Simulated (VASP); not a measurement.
# Si3IrRu (P3m1) in VASP: notebook

The runs below take Si3IrRu through single point, relaxation of cell and atoms, with PBE.

Program: VASP 6.6.1. These are calculated values, not measurements. Logs are shortened: lines on timing, memory, paths and dates and some standing lists are left out, and cuts for length are marked.

## Step 1: The cell of the first run

The structure is trigonal, space group P3m1 (No. 156). The conventional cell has a = 3.969 Å, b = 3.969 Å, c = 5.675 Å, α = 90.00°, β = 90.00°, γ = 120.00°. Within 3.2 Å of Si (site symmetry 3m) lie 3 Ru at 2.31 Å and 5 Si at 2.52 to 3.15 Å and 3 Ir at 3.16 Å. Si (site symmetry 3m) has 1 Ir at 2.36 Å and 6 Si at 2.56 to 3.05 Å and 3 Ru at 2.70 Å within 3.1 Å. Within 3.2 Å of Si (site symmetry 3m) lie 3 Ir at 2.32 Å and 5 Si at 2.52 to 3.15 Å and 3 Ru at 3.19 Å. Within 3.2 Å of Ru (site symmetry 3m) lie 9 Si at 2.31 to 3.19 Å and 3 Ir at 2.96 Å. Within 3.4 Å of Ir (site symmetry 3m) lie 8 Si at 2.32 to 3.31 Å and 3 Ru at 2.96 Å.

The cell was built from a structure type or drawn by symmetry, and may not be a known phase.

## Step 2: Single point, PBE

INCAR

```
SYSTEM = Si3IrRu
PREC = Accurate
ENCUT = 520
EDIFF = 1E-6
ISMEAR = 0
SIGMA = 0.2
LREAL = .False.
LASPH = .True.
NELM = 80
ALGO = Normal
ISIF = 2
LWAVE = .False.
LCHARG = .False.
GGA = PE
NBANDS = 26
```

KPOINTS

```
Automatic mesh
0
Gamma
  5 5 3
  0 0 0
```

POSCAR

```
Si3IrRu
1.0
    3.9686481711      0.0000000000      0.0000000000
   -1.9843240856      3.4369501349      0.0000000000
    0.0000000000      0.0000000000      5.6747930422
Si Ru Ir
3 1 1
Direct
    0.0000000000      0.0000000000      0.8626477190
    0.6666666667      0.3333333333      0.0621489292
    0.0000000000      0.0000000000      0.4178021873
    0.3333333333      0.6666666667      0.8092349871
    0.6666666667      0.3333333333      0.4782607873
```

Potentials or basis: VASP PAW PBE potentials, release 64 (Si, Ru_pv, Ir).

The run is started by

```console
$ cat potpaw_PBE.64/Si/POTCAR potpaw_PBE.64/Ru_pv/POTCAR potpaw_PBE.64/Ir/POTCAR > POTCAR
$ mpirun -np 1 vasp_std > vasp.out
```

OUTCAR:

```text
SYSTEM = Si3IrRu
   PREC = Accurate
   ENCUT = 520
   EDIFF = 1E-6
   ISMEAR = 0
   LREAL = .False.
   LASPH = .True.
   NELM = 80
   ISIF = 2
   GGA = PE

 ion  position               nearest neighbor table
   1  0.000  0.000  0.863-   4 2.31   4 2.31   4 2.31   3 2.52   2 2.56   2 2.56   2 2.56   5 3.16
                             5 3.16   5 3.16
   2  0.667  0.333  0.062-   5 2.36   1 2.56   1 2.56   1 2.56   4 2.70   4 2.70   4 2.70   3 3.05
                             3 3.05   3 3.05
   3  0.000  0.000  0.418-   5 2.32   5 2.32   5 2.32   1 2.52   2 3.05   2 3.05   2 3.05   4 3.19
                             4 3.19   4 3.19
   4  0.333  0.667  0.809-   1 2.31   1 2.31   1 2.31   2 2.70   2 2.70   2 2.70   5 2.96   5 2.96
                             5 2.96   3 3.19   3 3.19   3 3.19
   5  0.667  0.333  0.478-   3 2.32   3 2.32   3 2.32   2 2.36   4 2.96   4 2.96   4 2.96   1 3.16
                             1 3.16   1 3.16

  LATTYP: Found a hexagonal cell.
 ALAT       =     3.9686481711
 C/A-ratio  =     1.4299058011

  Lattice vectors:

 A1 = (   3.9686481711,   0.0000000000,   0.0000000000)
 A2 = (  -1.9843240856,   3.4369501349,   0.0000000000)
 A3 = (   0.0000000000,   0.0000000000,   5.6747930422)

Analysis of symmetry for initial positions (statically):
=====================================================================
 Subroutine PRICEL returns:
 Original cell was already a primitive cell.

 Routine SETGRP: Setting up the symmetry group for a
 hexagonal supercell.

 Subroutine GETGRP returns: Found  6 space group operations
 (whereof  6 operations were pure point group operations)
 out of a pool of 24 trial point group operations.

The static configuration has the point symmetry C_3v.

Analysis of symmetry for dynamics (positions and initial velocities):
=====================================================================
 Subroutine PRICEL returns:
 Original cell was already a primitive cell.

 Routine SETGRP: Setting up the symmetry group for a
 hexagonal supercell.

 Subroutine GETGRP returns: Found  6 space group operations
 (whereof  6 operations were pure point group operations)
 out of a pool of 24 trial point group operations.

The dynamic configuration has the point symmetry C_3v.

 Subroutine INISYM returns: Found  6 space group operations
 (whereof  6 operations are pure point group operations),
 and found     1 'primitive' translations

----------------------------------------------------------------------------------------

                                     Primitive cell

  volume of cell :      77.4044

  direct lattice vectors                    reciprocal lattice vectors
     3.968648171  0.000000000  0.000000000     0.251974969  0.145477816  0.000000000
    -1.984324086  3.436950135  0.000000000     0.000000000  0.290955632  0.000000000
     0.000000000  0.000000000  5.674793042     0.000000000  0.000000000  0.176217880

  length of vectors
     3.968648171  3.968648171  5.674793042     0.290955632  0.290955632  0.176217880

  position of ions in fractional coordinates (direct lattice)
     0.000000000  0.000000000  0.862647719
     0.666666667  0.333333333  0.062148929
     0.000000000  0.000000000  0.417802187
     0.333333333  0.666666667  0.809234987
     0.666666667  0.333333333  0.478260787

  ion indices of the primitive-cell ions
   primitive index   ion index
                 1           1
                 2           2
                 3           3
                 4           4
                 5           5

----------------------------------------------------------------------------------------

 KPOINTS: Automatic mesh

Automatic generation of k-mesh.
 Grid dimensions read from file:
 generate k-points for:    5    5    3

 Generating k-lattice:

  Cartesian coordinates                     Fractional coordinates (reciprocal lattice)
     0.050394994  0.029095563  0.000000000     0.200000000 -0.000000000  0.000000000
     0.000000000  0.058191126  0.000000000     0.000000000  0.200000000  0.000000000
     0.000000000  0.000000000  0.058739293     0.000000000  0.000000000  0.333333333

  Length of vectors
     0.058191126  0.058191126  0.058739293

  Shift w.r.t. Gamma in fractional coordinates (k-lattice)
     0.000000000  0.000000000  0.000000000

 Subroutine IBZKPT returns following result:
 ===========================================

 Found     12 irreducible k-points:

 Following reciprocal coordinates:
            Coordinates               Weight
  0.000000  0.000000  0.000000      1.000000
  0.200000  0.000000  0.000000      6.000000
  0.400000  0.000000  0.000000      6.000000
  0.200000  0.200000  0.000000      6.000000
  0.400000  0.200000  0.000000      6.000000
  0.000000  0.000000  0.333333      2.000000
  0.200000  0.000000  0.333333      6.000000
  0.000000  0.200000  0.333333      6.000000
  0.400000  0.000000  0.333333      6.000000
  0.000000  0.400000  0.333333      6.000000
  0.200000  0.200000  0.333333     12.000000
  0.400000  0.200000  0.333333     12.000000
   k-points           NKPTS =     12   k-points in BZ     NKDIM =     12   number of bands    NBANDS=     26
   number of dos      NEDOS =    301   number of ions     NIONS =      5
   total plane-waves  NPLWV =  37800
   dimension x,y,z NGX =    30 NGY =   30 NGZ =   42
   dimension x,y,z NGXF=    60 NGYF=   60 NGZF=   84
   ions per type =               3   1   1
   NGX,Y,Z   is equivalent  to a cutoff of  12.57, 12.57, 12.30 a.u.
   NGXF,Y,Z  is equivalent  to a cutoff of  25.13, 25.13, 24.61 a.u.
 SYSTEM =  Si3IrRu
   PREC   = accura    normal or accurate (medium, high low for compatibility)
   ISTART =      0    job   : 0-new  1-cont  2-samecut
   ICHARG =      2    charge: 1-file 2-atom 10-const
   ISPIN  =      1    spin polarized calculation?
   LNONCOLLINEAR =      F non collinear calculations
   LSORBIT =      F    spin-orbit coupling
   LASPH  =      T    aspherical Exc in radial PAW
   ENCUT  =  520.0 eV  38.22 Ry    6.18 a.u.   7.38  7.38 10.55*2*pi/ulx,y,z
   NELM   =     80;   NELMIN=  2; NELMDL= -5     # of ELM steps
   EDIFF  = 0.1E-05   stopping-criterion for ELM
   LREAL  =      F    real-space projection
   EDIFFG = 0.1E-04   stopping-criterion for IOM
   NSW    =      0    number of steps for IOM
   IBRION =     -1    ionic relax: 0-MD 1-quasi-New 2-CG
   NFREE  =      0    steps in history (QN), initial steepest desc. (CG)
   ISIF   =      2    stress and relaxation
   ISYM   =      2    0-nonsym 1-usesym 2-fastsym
   POTIM  = 0.5000    time-step for ionic-motion
   TEBEG  =    0.0;   TEEND  =   0.0 temperature during run
   PSTRESS=    0.0 pullay stress
   NELECT =      35.0000    total number of electrons
   NUPDOWN=      -1.0000    fix difference up-down
   EMIN   =  10.00;   EMAX   =-10.00  energy-range for DOS
   EFERMI =   0.00;   METHOD = LEGACY
   ISMEAR =     0;   SIGMA  =   0.20  broadening in eV -4-tet -1-fermi 0-gaus
   EFERMI_NEDOS =   21; number of points for ismear=-14 and -15
   IALGO  =     38    algorithm
   IMIX   =      4    mixing-type and parameters
     AMIX     =   0.40;   BMIX     =  1.00
     AMIX_MAG =   1.60;   BMIX_MAG =  1.00
  volume/ion in A,a.u.               =      15.48       104.47
  Fermi-wavevector in a.u.,A,eV,Ry     =   1.256538  2.374512 21.482065  1.578887
  Thomas-Fermi vector in A             =   2.390241
   LORBIT       =      0    0 simple, 1 ext, 2 COOP (PROOUT), +10 PAW based schemes
   GGA     = PE    functional components
   LHFCALC =     F    Hartree Fock is set to
   AEXX    =    0.0000 exact exchange contribution
   IVDW    =     0    specifies the selected vdW correction
   LEPSILON=     F    determine dielectric tensor
   LRPA    =     F    only Hartree local field effects (RPA)
 non-spin polarized calculation
 Gauss-broadening in eV      SIGMA  =   0.20
  energy-cutoff  :      520.00
  volume of cell :       77.40
 maximum number of plane-waves:      2115
 NGX is ok and might be reduce to    30
   NGX = 15   NGY = 15   NGZ = 21

 number of electron      35.0000012 magnetization

 Free energy of the ion-electron system (eV)
  ---------------------------------------------------
  ext. energy  EPLUGINS =         0.00000000
  ---------------------------------------------------
  free energy    TOTEN  =       -35.50840182 eV

  energy without entropy =      -35.47338502  energy(sigma->0) =      -35.49089342

 E-fermi :   9.0382     XC(G=0): -11.6583

 val. band max:        8.9174771455   @ k =   0.2000   0.2000   0.3333
 cond. band min:       9.0898043231   @ k =   0.2000   0.0000   0.3333
 fundamental gap:      0.1723271776
 Fermi energy:         9.0381852813

 k-point     1 :       0.0000    0.0000    0.0000
  band No.  band energies     occupation
      1     -33.4334      2.00000
      2     -33.4334      2.00000
      3     -33.1246      2.00000
      4      -3.3821      2.00000
      5       0.2335      2.00000
      6       1.8781      2.00000
[... 18 lines left out ...]
     25      14.4205      0.00000
     26      16.0503      0.00000

 k-point     2 :       0.2000    0.0000    0.0000
  band No.  band energies     occupation
      1     -33.4388      2.00000
      2     -33.4347      2.00000
      3     -33.1241      2.00000
      4      -2.8889      2.00000
      5       0.5367      2.00000
      6       1.8437      2.00000
[... 18 lines left out ...]
     25      15.0169      0.00000
     26      15.3851      0.00000

 k-point     3 :       0.4000    0.0000    0.0000
  band No.  band energies     occupation
      1     -33.4476      2.00000
      2     -33.4367      2.00000
      3     -33.1232      2.00000
      4      -1.6261      2.00000
      5       0.3608      2.00000
      6       1.7385      2.00000
[... 224 lines left out ...]
 k-point    11 :       0.2000    0.2000    0.3333
  band No.  band energies     occupation
      1     -33.4445      2.00000
      2     -33.4377      2.00000
      3     -33.1234      2.00000
      4      -1.6065      2.00000
      5      -0.1198      2.00000
      6       1.7493      2.00000
[... 18 lines left out ...]
     25      14.9726      0.00000
     26      15.7641      0.00000

 k-point    12 :       0.4000    0.2000    0.3333
  band No.  band energies     occupation
      1     -33.4473      2.00000
      2     -33.4403      2.00000
      3     -33.1229      2.00000
      4      -0.6168      2.00000
      5       0.2176      2.00000
      6       1.0171      2.00000
[... 18 lines left out ...]
     25      15.6716      0.00000
     26      16.1685      0.00000

------------------------ aborting loop because EDIFF is reached ----------------------------------------

  FORCE on cell =-STRESS in cart. coord.  units (eV):
  Direction    XX          YY          ZZ          XY          YZ          ZX
  --------------------------------------------------------------------------------------
  -------------------------------------------------------------------------------------
  Total        0.3161935      0.3161935      0.1965285     -0.0000000      0.0000000      0.0000000
  in kB        6.5448203      6.5448203      4.0679007     -0.0000000      0.0000000      0.0000000
  external PRESSURE =       5.7191804 kB  Pullay stress =       0.0000000 kB

 VOLUME and BASIS-vectors are now :
 -----------------------------------------------------------------------------
  energy-cutoff  :      520.00
  volume of cell :       77.40
      direct lattice vectors                 reciprocal lattice vectors
     3.968648171  0.000000000  0.000000000     0.251974969  0.145477816  0.000000000
    -1.984324086  3.436950135  0.000000000     0.000000000  0.290955632  0.000000000
     0.000000000  0.000000000  5.674793042     0.000000000  0.000000000  0.176217880

 POSITION                                       TOTAL-FORCE (eV/Angst)
 -----------------------------------------------------------------------------------
      0.00000      0.00000      4.89535         0.000000     -0.000000     -0.016313
      1.98432      1.14565      0.35268         0.000000      0.000000      0.039664
      0.00000      0.00000      2.37094         0.000000      0.000000     -0.038923
     -0.00000      2.29130      4.59224        -0.000000      0.000000      0.004606
      1.98432      1.14565      2.71403         0.000000      0.000000      0.010966
 -----------------------------------------------------------------------------------
    total drift:                                0.000000     -0.000000      0.000986

  FREE ENERGIE OF THE ION-ELECTRON SYSTEM (eV)
  ---------------------------------------------------
  free  energy   TOTEN  =       -35.5084018199 eV

  energy  without entropy=      -35.4733850238  energy(sigma->0) =      -35.49089342
```

Wall time 35 s (1 thread of Intel Xeon 8259CL, shared host); peak memory 0.2 GiB.

What came out:

| Quantity | Value |
| --- | --- |
| Free energy | -35.5084 eV |
| Pressure | 0.6 GPa |
| Largest force | 0.040 eV/Å |
| Band gap on the k mesh | zero (an odd number of electrons rules out a gap without spin polarisation) |

Forces on the atoms (eV/Å):
```
Si   0.000  0.000 -0.016
Si   0.000  0.000  0.040
Si   0.000  0.000 -0.039
Ru   0.000  0.000  0.005
Ir   0.000  0.000  0.011
```

Caveat: the k points lie up to 0.37 Å⁻¹ apart, too coarse for converged energies and pressures of a metal; spin-orbit coupling is left out, which moves the levels of the heavy elements.

(Part 1 of 3 ends here.)
